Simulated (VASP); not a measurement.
# Ta (Im-3m) in VASP: notebook

Runs on Ta. Level: LDA. Tasks: single point.

All numbers are computed with VASP 6.6.1; they aren't measurements. Logs are shortened: lines on timing, memory, paths and dates and some standing lists are left out, and cuts for length are marked.

**1. The cell of the first run**

It takes space group Im-3m (No. 229, cubic). The conventional cell has a = 3.255 Å, b = 3.255 Å, c = 3.255 Å, α = 90.00°, β = 90.00°, γ = 90.00°. Within 3.7 Å of Ta (site symmetry m-3m) lie 14 Ta at 2.82 to 3.26 Å.

**2. Single point, LDA**

Contents of INCAR:

```
  ALGO = Normal
  EDIFF = 1E-6
  ENCUT = 520
  ISIF = 2
  ISMEAR = 0
  LASPH = True
  LCHARG = True
  LELF = True
  LREAL = False
  LVHAR = True
  LWAVE = False
  NBANDS = 12
  NELM = 100
  PREC = Accurate
  SIGMA = 0.1
```

Contents of KPOINTS:

```
k-points
0
Gamma
  14 14 14
```

Contents of POSCAR:

```
Ta
1.0
   -1.6276710318      1.6276710318      1.6276710318
    1.6276710318     -1.6276710318      1.6276710318
    1.6276710318      1.6276710318     -1.6276710318
Ta
1
Direct
    0.0000000000      0.0000000000      0.0000000000
```

Potentials or basis: VASP PAW LDA potentials, release 64 (Ta_pv).

Run with:

```sh
$ cat potpaw_LDA.64/Ta_pv/POTCAR > POTCAR
$ mpirun -np 1 vasp_std > vasp.out
```

OUTCAR:

```text
EDIFF = 1E-6
   ENCUT = 520
   ISIF = 2
   ISMEAR = 0
   LASPH = True
   LREAL = False
   NELM = 100
   PREC = Accurate

 ion  position               nearest neighbor table
   1  0.000  0.000  0.000-

  LATTYP: Found a body centered cubic cell.
 ALAT       =     3.2553420636

  Lattice vectors:

 A1 = (  -1.6276710318,   1.6276710318,   1.6276710318)
 A2 = (   1.6276710318,  -1.6276710318,   1.6276710318)
 A3 = (   1.6276710318,   1.6276710318,  -1.6276710318)

Analysis of symmetry for initial positions (statically):
=====================================================================
 Subroutine PRICEL returns:
 Original cell was already a primitive cell.

 Routine SETGRP: Setting up the symmetry group for a
 body centered cubic supercell.

 Subroutine GETGRP returns: Found 48 space group operations
 (whereof 48 operations were pure point group operations)
 out of a pool of 48 trial point group operations.

The static configuration has the point symmetry O_h .

Analysis of symmetry for dynamics (positions and initial velocities):
=====================================================================
 Subroutine PRICEL returns:
 Original cell was already a primitive cell.

 Routine SETGRP: Setting up the symmetry group for a
 body centered cubic supercell.

 Subroutine GETGRP returns: Found 48 space group operations
 (whereof 48 operations were pure point group operations)
 out of a pool of 48 trial point group operations.

The dynamic configuration has the point symmetry O_h .

 Subroutine INISYM returns: Found 48 space group operations
 (whereof 48 operations are pure point group operations),
 and found     1 'primitive' translations

----------------------------------------------------------------------------------------

                                     Primitive cell

  volume of cell :      17.2488

  direct lattice vectors                    reciprocal lattice vectors
    -1.627671032  1.627671032  1.627671032     0.000000000  0.307187380  0.307187380
     1.627671032 -1.627671032  1.627671032     0.307187380  0.000000000  0.307187380
     1.627671032  1.627671032 -1.627671032     0.307187380  0.307187380  0.000000000

  length of vectors
     2.819208925  2.819208925  2.819208925     0.434428559  0.434428559  0.434428559

  position of ions in fractional coordinates (direct lattice)
     0.000000000  0.000000000  0.000000000

  ion indices of the primitive-cell ions
   primitive index   ion index
                 1           1

----------------------------------------------------------------------------------------

 KPOINTS: k-points

Automatic generation of k-mesh.
 Grid dimensions read from file:
 generate k-points for:   14   14   14

 Generating k-lattice:

  Cartesian coordinates                     Fractional coordinates (reciprocal lattice)
     0.000000000  0.021941956  0.021941956     0.071428571  0.000000000  0.000000000
     0.021941956  0.000000000  0.021941956     0.000000000  0.071428571  0.000000000
     0.021941956  0.021941956  0.000000000     0.000000000  0.000000000  0.071428571

  Length of vectors
     0.031030611  0.031030611  0.031030611

  Shift w.r.t. Gamma in fractional coordinates (k-lattice)
     0.000000000  0.000000000  0.000000000

 Subroutine IBZKPT returns following result:
 ===========================================

 Found    104 irreducible k-points:

 Following reciprocal coordinates:
            Coordinates               Weight
  0.000000  0.000000  0.000000      1.000000
  0.071429  0.000000  0.000000     12.000000
  0.142857  0.000000  0.000000     12.000000
  0.214286  0.000000  0.000000     12.000000
  0.285714  0.000000  0.000000     12.000000
  0.357143  0.000000  0.000000     12.000000
[... 16 lines left out ...]
  0.285714  0.285714  0.000000     24.000000
  0.357143  0.285714  0.000000     24.000000
 [... further k-points ...]
   k-points           NKPTS =    104   k-points in BZ     NKDIM =    104   number of bands    NBANDS=     12
   number of dos      NEDOS =    301   number of ions     NIONS =      1
   total plane-waves  NPLWV =  13824
   dimension x,y,z NGX =    24 NGY =   24 NGZ =   24
   dimension x,y,z NGXF=    48 NGYF=   48 NGZF=   48
   ions per type =               1
   NGX,Y,Z   is equivalent  to a cutoff of  14.15, 14.15, 14.15 a.u.
   NGXF,Y,Z  is equivalent  to a cutoff of  28.31, 28.31, 28.31 a.u.
 SYSTEM =  unknown system
   PREC   = accura    normal or accurate (medium, high low for compatibility)
   ISTART =      0    job   : 0-new  1-cont  2-samecut
   ICHARG =      2    charge: 1-file 2-atom 10-const
   ISPIN  =      1    spin polarized calculation?
   LNONCOLLINEAR =      F non collinear calculations
   LSORBIT =      F    spin-orbit coupling
   LASPH  =      T    aspherical Exc in radial PAW
   ENCUT  =  520.0 eV  38.22 Ry    6.18 a.u.   5.24  5.24  5.24*2*pi/ulx,y,z
   NELM   =    100;   NELMIN=  2; NELMDL= -5     # of ELM steps
   EDIFF  = 0.1E-05   stopping-criterion for ELM
   LREAL  =      F    real-space projection
   EDIFFG = 0.1E-04   stopping-criterion for IOM
   NSW    =      0    number of steps for IOM
   IBRION =     -1    ionic relax: 0-MD 1-quasi-New 2-CG
   NFREE  =      0    steps in history (QN), initial steepest desc. (CG)
   ISIF   =      2    stress and relaxation
   ISYM   =      2    0-nonsym 1-usesym 2-fastsym
   POTIM  = 0.5000    time-step for ionic-motion
   TEBEG  =    0.0;   TEEND  =   0.0 temperature during run
   PSTRESS=    0.0 pullay stress
   NELECT =      11.0000    total number of electrons
   NUPDOWN=      -1.0000    fix difference up-down
   EMIN   =  10.00;   EMAX   =-10.00  energy-range for DOS
   EFERMI =   0.00;   METHOD = LEGACY
   ISMEAR =     0;   SIGMA  =   0.10  broadening in eV -4-tet -1-fermi 0-gaus
   EFERMI_NEDOS =   21; number of points for ismear=-14 and -15
   IALGO  =     38    algorithm
   IMIX   =      4    mixing-type and parameters
     AMIX     =   0.40;   BMIX     =  1.00
     AMIX_MAG =   1.60;   BMIX_MAG =  1.00
  volume/ion in A,a.u.               =      17.25       116.40
  Fermi-wavevector in a.u.,A,eV,Ry     =   1.409134  2.662878 27.016543  1.985660
  Thomas-Fermi vector in A             =   2.531221
   LORBIT       =      0    0 simple, 1 ext, 2 COOP (PROOUT), +10 PAW based schemes
   GGA     = CA    functional components
   LHFCALC =     F    Hartree Fock is set to
   AEXX    =    0.0000 exact exchange contribution
   IVDW    =     0    specifies the selected vdW correction
   LEPSILON=     F    determine dielectric tensor
   LRPA    =     F    only Hartree local field effects (RPA)
 non-spin polarized calculation
 Gauss-broadening in eV      SIGMA  =   0.10
  energy-cutoff  :      520.00
  volume of cell :       17.25
 maximum number of plane-waves:       476
 NGX is ok and might be reduce to    24
   NGX = 11   NGY = 11   NGZ = 11

 number of electron      11.0000000 magnetization

 Free energy of the ion-electron system (eV)
  ---------------------------------------------------
  ext. energy  EPLUGINS =         0.00000000
  ---------------------------------------------------
  free energy    TOTEN  =       -12.83408806 eV

  energy without entropy =      -12.82832767  energy(sigma->0) =      -12.83120787

 E-fermi :   5.7417     XC(G=0): -13.0183

 val. band max:        5.7377676715   @ k =   0.3571   0.2143   0.0000
 cond. band min:       5.7772919459   @ k =  -0.3571   0.3571   0.0714
 fundamental gap:      0.0395242744
 Fermi energy:         5.7416696112

 k-point     1 :       0.0000    0.0000    0.0000
  band No.  band energies     occupation
      1     -26.9725      2.00000
      2     -26.9725      2.00000
      3     -26.9725      2.00000
      4      -2.2389      2.00000
      5       6.4268      0.00000
      6       6.4268      0.00000
      7       6.4268      0.00000
      8       9.8433      0.00000
      9       9.8433      0.00000
     10      19.5888      0.00000
     11      21.0420      0.00000
     12      21.0420      0.00000

 k-point     2 :       0.0714    0.0000    0.0000
  band No.  band energies     occupation
      1     -27.0475      2.00000
      2     -26.9952      2.00000
      3     -26.9730      2.00000
      4      -1.9972      2.00000
      5       6.2714      0.00000
      6       6.3821      0.00000
      7       6.6641      0.00000
      8       9.5948      0.00000
      9       9.8438      0.00000
     10      19.5888      0.00000
     11      21.2594      0.00000
     12      21.4599      0.00000

 k-point     3 :       0.1429    0.0000    0.0000
  band No.  band energies     occupation
      1     -27.2532      2.00000
      2     -27.0585      2.00000
      3     -26.9744      2.00000
      4      -1.3187      2.00000
      5       5.8657      0.07948
      6       6.1725      0.00000
      7       7.3634      0.00000
      8       9.1978      0.00000
      9       9.8667      0.00000
     10      19.5883      0.00000
     11      21.7304      0.00000
     12      22.6479      0.00000

 k-point     4 :       0.2143    0.0000    0.0000
  band No.  band energies     occupation
      1     -27.5399      2.00000
      2     -27.1485      2.00000
      3     -26.9764      2.00000
      4      -0.3573      2.00000
      5       5.3418      2.00000
      6       5.7867      0.52470
      7       8.4868      0.00000
      8       9.1336      0.00000
      9       9.9579      0.00000
     10      19.5875      0.00000
     11      21.7528      0.00000
     12      23.7720      0.00000

 k-point     5 :       0.2857    0.0000    0.0000
  band No.  band energies     occupation
      1     -27.8448      2.00000
      2     -27.2468      2.00000
      3     -26.9788      2.00000
      4       0.5775      2.00000
      5       4.8257      2.00000
      6       5.6106      1.93625
      7       9.3975      0.00000
      8       9.9610      0.00000
      9      10.1489      0.00000
     10      19.5845      0.00000
     11      20.7457      0.00000
     12      22.3187      0.00000

 k-point     6 :       0.3571    0.0000    0.0000
  band No.  band energies     occupation
      1     -28.1088      2.00000
      2     -27.3339      2.00000
      3     -26.9810      2.00000
      4       1.0973      2.00000
      5       4.4059      2.00000
      6       6.1082      0.00000
      7       9.7248      0.00000
      8      10.4247      0.00000
      9      11.6445      0.00000
     10      19.4057      0.00000
     11      19.5649      0.00000
     12      20.3516      0.00000

 k-point     7 :       0.4286    0.0000    0.0000
  band No.  band energies     occupation
      1     -28.2860      2.00000
      2     -27.3933      2.00000
      3     -26.9825      2.00000
      4       1.2019      2.00000
      5       4.1358      2.00000
      6       7.1124      0.00000
      7       9.8388      0.00000
      8      10.6972      0.00000
      9      13.2134      0.00000
     10      18.3775      0.00000
     11      18.7492      0.00000
     12      19.6173      0.00000

 k-point     8 :       0.5000    0.0000    0.0000
  band No.  band energies     occupation
      1     -28.3482      2.00000
      2     -27.4144      2.00000
      3     -26.9831      2.00000
      4       1.1940      2.00000
      5       4.0428      2.00000
      6       7.7150      0.00000
      7       9.7529      0.00000
      8      10.8171      0.00000
      9      13.9391      0.00000
     10      17.9919      0.00000
     11      18.1665      0.00000
     12      19.6074      0.00000
[... 166 lines left out ...]
 k-point    20 :       0.2143    0.2143    0.0000
  band No.  band energies     occupation
      1     -28.0321      2.00000
      2     -27.4077      2.00000
      3     -27.0949      2.00000
      4       2.0211      2.00000
      5       4.4099      2.00000
      6       5.0737      2.00000
      7       9.0916      0.00000
      8      10.7592      0.00000
      9      12.6203      0.00000
     10      19.3260      0.00000
     11      19.6449      0.00000
     12      22.5147      0.00000

 k-point    21 :       0.2857    0.2143    0.0000
  band No.  band energies     occupation
      1     -28.1201      2.00000
      2     -27.5449      2.00000
      3     -27.1138      2.00000
      4       2.4687      2.00000
      5       4.2754      2.00000
      6       5.3502      2.00000
      7       9.4550      0.00000
      8      10.7695      0.00000
      9      14.4138      0.00000
     10      17.7053      0.00000
     11      19.6001      0.00000
     12      21.1955      0.00000

 k-point    22 :       0.3571    0.2143    0.0000
  band No.  band energies     occupation
      1     -28.1573      2.00000
      2     -27.6343      2.00000
      3     -27.1217      2.00000
      4       2.5341      2.00000
      5       4.2765      2.00000
      6       5.7378      1.04401
      7       9.6454      0.00000
      8      10.9775      0.00000
      9      15.8166      0.00000
     10      16.2922      0.00000
     11      19.5965      0.00000
     12      20.1441      0.00000

 k-point    23 :       0.2857    0.2857    0.0000
  band No.  band energies     occupation
      1     -28.0827      2.00000
      2     -27.7180      2.00000
      3     -27.1383      2.00000
      4       2.9407      2.00000
      5       4.3141      2.00000
      6       5.2486      2.00000
      7       9.8595      0.00000
      8      10.6989      0.00000
      9      16.0037      0.00000
     10      16.2691      0.00000
     11      19.5963      0.00000
     12      20.3002      0.00000

 k-point    24 :       0.3571    0.2857    0.0000
  band No.  band energies     occupation
      1     -28.0304      2.00000
      2     -27.8204      2.00000
      3     -27.1456      2.00000
      4       3.0613      2.00000
      5       4.4756      2.00000
      6       5.1171      2.00000
      7      10.1090      0.00000
      8      10.7259      0.00000
      9      15.1951      0.00000
     10      17.4525      0.00000
     11      19.3040      0.00000
     12      19.5955      0.00000

 [... further k-points ...]
[... 5 lines left out ...]
  --------------------------------------------------------------------------------------
  -------------------------------------------------------------------------------------
  Total        0.0996063      0.0996063      0.0996063      0.0000000     -0.0000000      0.0000000
  in kB        9.2520417      9.2520417      9.2520417      0.0000000     -0.0000000      0.0000000
  external PRESSURE =       9.2520417 kB  Pullay stress =       0.0000000 kB

 VOLUME and BASIS-vectors are now :
 -----------------------------------------------------------------------------
  energy-cutoff  :      520.00
  volume of cell :       17.25
      direct lattice vectors                 reciprocal lattice vectors
    -1.627671032  1.627671032  1.627671032     0.000000000  0.307187380  0.307187380
     1.627671032 -1.627671032  1.627671032     0.307187380  0.000000000  0.307187380
     1.627671032  1.627671032 -1.627671032     0.307187380  0.307187380  0.000000000

 POSITION                                       TOTAL-FORCE (eV/Angst)
 -----------------------------------------------------------------------------------
      0.00000      0.00000      0.00000         0.000000      0.000000      0.000000
 -----------------------------------------------------------------------------------
    total drift:                               -0.000000      0.000000      0.000000

  FREE ENERGIE OF THE ION-ELECTRON SYSTEM (eV)
  ---------------------------------------------------
  free  energy   TOTEN  =       -12.8340880638 eV

  energy  without entropy=      -12.8283276672  energy(sigma->0) =      -12.83120787
```

Run time: 8.1 s. Hardware: 1 thread of Intel Xeon 6975P-C, shared host; peak memory 0.14 GiB.

What came out:

| Property | Result |
| --- | --- |
| Free energy | -12.8341 eV |
| Pressure | 0.9 GPa |

Levels at points of the mesh, in eV from the Fermi level:
```csv
k point,band 2,band 3,band 4,band 5,band 6,band 7,band 8,band 9
"(0.00, 0.00, 0.00)",-32.71,-32.71,-7.98,0.69,0.69,0.69,4.10,4.10
"(0.50, 0.00, 0.00)",-33.16,-32.72,-4.55,-1.70,1.97,4.01,5.08,8.20
"(0.50, 0.50, 0.50)",-33.67,-33.67,-4.06,-4.06,7.16,7.16,7.16,9.18
```

Caveat: spin-orbit coupling is left out, which moves the levels of the heavy elements.

**3. Single point, LDA**

Contents of INCAR:

```
SYSTEM = Ta
  ALGO = Normal
  EDIFF = 1E-6
  ENCUT = 520
  ISIF = 2
  ISMEAR = 0
  LASPH = .TRUE.
  LCHARG = .FALSE.
  LREAL = .FALSE.
  LWAVE = .FALSE.
  NBANDS = 12
  NELM = 60
  PREC = Accurate
  SIGMA = 0.2
```

Contents of KPOINTS:

```
k-points
0
G
  14 14 14
  0 0 0
```

POSCAR is that of step 2.

Potentials or basis: VASP PAW LDA potentials, release 64 (Ta_pv).

Run with:

```sh
$ cat potpaw_LDA.64/Ta_pv/POTCAR > POTCAR
$ mpirun -np 1 vasp_std > vasp.out
```

Wall time 8.5 s (1 thread of Intel Xeon 6975P-C, shared host); peak memory 0.14 GiB.

It converged, with:

```yaml
Free_energy: -12.8428 eV
Pressure: 0.9 GPa
```

Levels at points of the mesh, in eV from the Fermi level:
| k point | band 1 | band 2 | band 3 | band 4 | band 5 | band 6 | band 7 | band 8 | band 9 | band 10 |
| --- | --- | --- | --- | --- | --- | --- | --- | --- | --- | --- |
| (0.00, 0.00, 0.00) | -32.73 | -32.73 | -32.73 | -8.00 | 0.67 | 0.67 | 0.67 | 4.09 | 4.09 | 13.84 |
| (0.50, 0.00, 0.00) | -34.10 | -33.17 | -32.74 | -4.56 | -1.71 | 1.96 | 4.00 | 5.06 | 8.19 | 12.23 |
| (0.50, 0.50, 0.50) | -33.68 | -33.68 | -33.68 | -4.08 | -4.08 | 7.15 | 7.15 | 7.15 | 9.16 | 9.16 |

Caveat: spin-orbit coupling is left out, which moves the levels of the heavy elements.

**4. Single point, LDA**

Contents of INCAR:

```
SYSTEM = Ta
PREC     = Accurate       ! precision mode
ENCUT    = 520            ! plane-wave cutoff, eV
EDIFF    = 1E-6           ! SCF threshold, eV
ISMEAR   = 0              ! smearing method
SIGMA    = 0.3            ! smearing width, eV
LREAL    = .FALSE.        ! projectors in reciprocal space
LASPH    = .TRUE.         ! aspherical terms in the spheres
NELM     = 60             ! most SCF steps
ALGO     = Normal         ! electronic algorithm
ISIF     = 2              ! what is computed and relaxed
LWAVE    = .FALSE.        ! write WAVECAR
LCHARG   = .FALSE.        ! write CHGCAR
NBANDS   = 12             ! bands
```

Contents of KPOINTS:

```
Automatic mesh
0
G
  14 14 14
  0 0 0
```

POSCAR is that of step 3.

Run with:

```sh
$ cat potpaw_LDA.64/Ta_pv/POTCAR > POTCAR
$ mpirun -np 1 vasp_std > vasp.out
```

It took 7.9 s on 1 thread of Intel Xeon 6975P-C, shared host; peak memory 0.14 GiB.

The run converged. Its results:

```
Free energy : -12.8577 eV
Pressure    : 0.8 GPa
```

Levels at points of the mesh, in eV from the Fermi level:
```tsv
k point	band 2	band 3	band 4	band 5	band 6	band 7	band 8	band 9
(0.00, 0.00, 0.00)	-32.74	-32.74	-8.02	0.65	0.65	0.65	4.07	4.07
(0.50, 0.00, 0.00)	-33.19	-32.75	-4.58	-1.73	1.94	3.98	5.04	8.17
(0.50, 0.50, 0.50)	-33.70	-33.70	-4.10	-4.10	7.13	7.13	7.13	9.14
```

Caveat: spin-orbit coupling is left out, which moves the levels of the heavy elements.

**5. Overview**

| smearing | gap on the mesh (eV) | pressure (GPa) |
| --- | --- | --- |
| gaussian 0.1 eV | none | 0.9 |
| gaussian 0.2 eV | none | 0.9 |
| gaussian 0.3 eV | none | 0.8 |

Alike in all rows: task single point; level LDA; potentials or basis VASP PAW LDA potentials, release 64 (Ta_pv); no spin polarisation; cell as given; k mesh 14 × 14 × 14; cutoff (eV) 520.

Every run on the cell as given and a fine mesh finds a metal.

Caveats: spin-orbit coupling is left out, which moves the levels of the heavy elements.

Total energies depend on the potentials used, so only differences within one code and one set of settings carry meaning.
